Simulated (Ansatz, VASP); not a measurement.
# Two plane-wave programs on Ti2Fe2H3

File INCAR:

```
ALGO = Normal ; EDIFF = 1E-7
ENCUT = 520 ; GGA = PE
ISIF = 2 ; ISMEAR = -1
ISPIN = 2 ; LASPH = T
LCHARG = T ; LELF = T
LMAXMIX = 4 ; LORBIT = 11
LREAL = F ; LVHAR = T
LWAVE = F ; MAGMOM = 3 3 1 1 0 0 0
NBANDS = 34 ; NELM = 150
PREC = Accurate ; SIGMA = 0.05
```

Contents of KPOINTS:

```
k-points
0
Gamma
  6 10 6
```

Contents of POSCAR:

```
Ti2Fe2H3
1.0
    4.4674317479      0.0000000000      0.0000000000
    0.0000000000      2.7517220000      0.0000000000
   -0.1704501978      0.0000000000      4.8044781472
Fe Ti H
2 2 3
Direct
    0.2978720000     -0.0123520000      0.1766440000
    0.7841370000     -0.0037760000      0.8232610000
    0.8092040000      0.5054860000      0.3085840000
    0.2843330000      0.5061430000      0.6824800000
    0.5526810000      0.0063600000      0.4966060000
    0.9639040000      0.5132810000      0.9489800000
    0.4739560000      0.5000530000      0.0472260000
```

Contents of input.yaml:

```yaml
crystal:
  lattice:
    - [4.4674317479, 0.0, 0.0]
    - [0.0, 2.751722, 0.0]
    - [-0.1704501978, 0.0, 4.8044781472]
  atoms:
    - { symbol: Fe, position: [0.297872, -0.012352, 0.176644], spin: 3.0 }
    - { symbol: Fe, position: [0.784137, -0.003776, 0.823261], spin: 3.0 }
    - { symbol: Ti, position: [0.809204, 0.505486, 0.308584], spin: 1.0 }
    - { symbol: Ti, position: [0.284333, 0.506143, 0.68248], spin: 1.0 }
    - { symbol: H, position: [0.552681, 0.00636, 0.496606] }
    - { symbol: H, position: [0.963904, 0.513281, 0.94898] }
    - { symbol: H, position: [0.473956, 0.500053, 0.047226] }
hamiltonian:
  xc: pbe
  pseudopotentials: { kind: paw }
magnetization:
  spin_polarized: true
kpoints:
  mp_grid: { grid: [6, 10, 6] }
scf:
  occupations: { method: fermi_dirac, width: 0.05 }
output:
  forces: true
  stress: true
  eigenvalues: true
```

Change from the starting cell: atoms moved at random, drawn with an rms of 0.05 Å.

Alike in both runs: task single point; functional PBE; k mesh 6 × 10 × 6; occupations fermi-dirac, width 0.05 eV; collinear spin, ferromagnetic start.

```csv
,VASP,Ansatz
version,VASP 6.6.1,Ansatz 0.2.0
potentials or method,"VASP PAW PBE potentials, release 64 (Fe, Ti_sv, H)",Ansatz PAW
plane-wave cutoff (eV),520,420
valence electrons in the cell,43,59
```

```csv
,VASP,Ansatz,Ansatz less VASP
gap on the k mesh at the Fermi level (eV),none,none,-
pressure (GPa),-0.6,0.4,+1.02
"traceless stress, the component that is largest in VASP (GPa)",-0.91,-0.96,-0.054
rms of the force components (eV/Å),0.164,0.174,+0.0095
net moment per atom (μB),0.07,0.00,-0.069
size of the moment on the site where the two differ most (μB),0.29,0.67,+0.379
```

Site moments also hang on the region over which each program counts them. Atom by atom the forces differ by 0.031 eV/Å (rms over components). A gap of «none» marks a metal or a gap that the smearing closes. VASP's potentials hold 43 valence electrons a cell and Ansatz's 59, so a difference there can come from the potentials and not from the codes.
